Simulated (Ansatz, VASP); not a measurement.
## One calculation of LiCl, two programs

File INCAR:

```
SYSTEM = LiCl
PREC = Accurate
ENCUT = 520
EDIFF = 1E-6
ISMEAR = 0
SIGMA = 0.05
LREAL = .False.
LASPH = .True.
NELM = 80
ALGO = Normal
ISIF = 2
LWAVE = .False.
LCHARG = .False.
GGA = PE
NBANDS = 12
```

Contents of KPOINTS:

```
regular mesh
0
Gamma
  8 8 8
  0 0 0
```

Contents of POSCAR:

```
LiCl
1.0
    0.0000000000      2.5134648000      2.5647600000
    2.5134648000      0.0000000000      2.5647600000
    2.5134648000      2.5134648000      0.0000000000
Li Cl
1 1
Direct
    0.0000000000      0.0000000000      0.0000000000
    0.5000000000      0.5000000000      0.5000000000
```

Input for Ansatz:

```yaml
crystal:
  lattice:
    - [0.0, 2.5134648, 2.56476]
    - [2.5134648, 0.0, 2.56476]
    - [2.5134648, 2.5134648, 0.0]
  atoms:
    - { symbol: Li, position: [0.0, 0.0, 0.0] }
    - { symbol: Cl, position: [0.5, 0.5, 0.5] }
basis:
  ecutwfc: 420
kpoints:
  mp_grid: { grid: [8, 8, 8] }
hamiltonian:
  xc: pbe
scf:
  occupations: { method: gaussian, width: 0.05 }
output:
  forces: true
  stress: true
  eigenvalues: true
```

Change from the starting cell: strain -0.0200 x Voigt [1, 1, 0, 0, 0, 0], atoms carried along.

Alike in both runs: task single point; functional PBE; k mesh 8 × 8 × 8; occupations gaussian, width 0.05 eV; no spin polarisation.

|  | VASP | Ansatz |
| --- | --- | --- |
| version | VASP 6.6.1 | Ansatz 0.2.0 |
| potentials or method | VASP PAW PBE potentials, release 64 (Li_sv, Cl), cutoff 520 eV | scalar-relativistic, plane waves, PAW |
| valence electrons in the cell | 10 | 10 |

Ansatz gave:

```
gap on the k mesh at the Fermi level (eV) : 6.53
least direct gap on the mesh (eV)         : 6.53
```

Which values does VASP return?

gap on the k mesh at the Fermi level (eV): 6.54; least direct gap on the mesh (eV): 6.54.

Noted on VASP's run: the cutoff is short for stress, so the pressure is rough.
